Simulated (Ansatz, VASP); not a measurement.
**Two plane-wave programs on KI**

The input INCAR:

```
ALGO = Normal
EDIFF = 1E-6
ENCUT = 520
GGA = PS
ISIF = 2
ISMEAR = 0
LASPH = T
LCHARG = T
LELF = T
LREAL = F
LVHAR = T
LWAVE = F
NBANDS = 15
NELM = 60
PREC = Accurate
SIGMA = 0.05
```

File KPOINTS:

```
k-points
0
Gamma
  6 6 6
```

The input POSCAR:

```
KI
1.0
    4.1195487936      0.0000000000      0.0000000000
    0.0000000000      4.1195487936      0.0000000000
    0.0000000000      0.0000000000      4.2911966600
K I
1 1
Direct
    0.0000000000      0.0000000000      0.0000000000
    0.5000000000      0.5000000000      0.5000000000
```

Input for Ansatz:

```yaml
crystal:
  lattice:
    - [4.1195487936, 0.0, 0.0]
    - [0.0, 4.1195487936, 0.0]
    - [0.0, 0.0, 4.29119666]
  atoms:
    - { symbol: K, position: [0.0, 0.0, 0.0] }
    - { symbol: I, position: [0.5, 0.5, 0.5] }
basis:
  ecutwfc: 420
kpoints:
  mp_grid: { grid: [6, 6, 6] }
hamiltonian:
  xc: pbesol
scf:
  occupations: { method: gaussian, width: 0.05 }
output:
  forces: true
  stress: true
  eigenvalues: true
```

Change from the starting cell: strain -0.040 along x and y, +0.000 along z, atoms carried along.

Alike in both runs: task single point; functional PBEsol; k mesh 6 × 6 × 6; occupations gaussian, width 0.05 eV; no spin polarisation.

```csv
,VASP,Ansatz
version,VASP 6.6.1,Ansatz 0.2.0
potentials or method,"VASP PAW PBE potentials, release 64 (K_sv, I), cutoff 520 eV","scalar-relativistic, plane waves, PAW"
valence electrons in the cell,16,26
```

```tsv
	VASP	Ansatz	Ansatz less VASP
gap on the k mesh at the Fermi level (eV)	3.27	3.28	+0.006
least direct gap on the mesh (eV)	3.60	3.61	+0.012
pressure (GPa)	0.7	0.6	-0.05
traceless stress, the component that is largest in VASP (GPa)	-0.89	-0.89	-0.002
```

VASP's potentials were made for PBE, not for PBEsol. VASP's potentials hold 16 valence electrons a cell and Ansatz's 26, so a difference there can come from the potentials and not from the codes.

Neither program's run includes spin-orbit coupling.
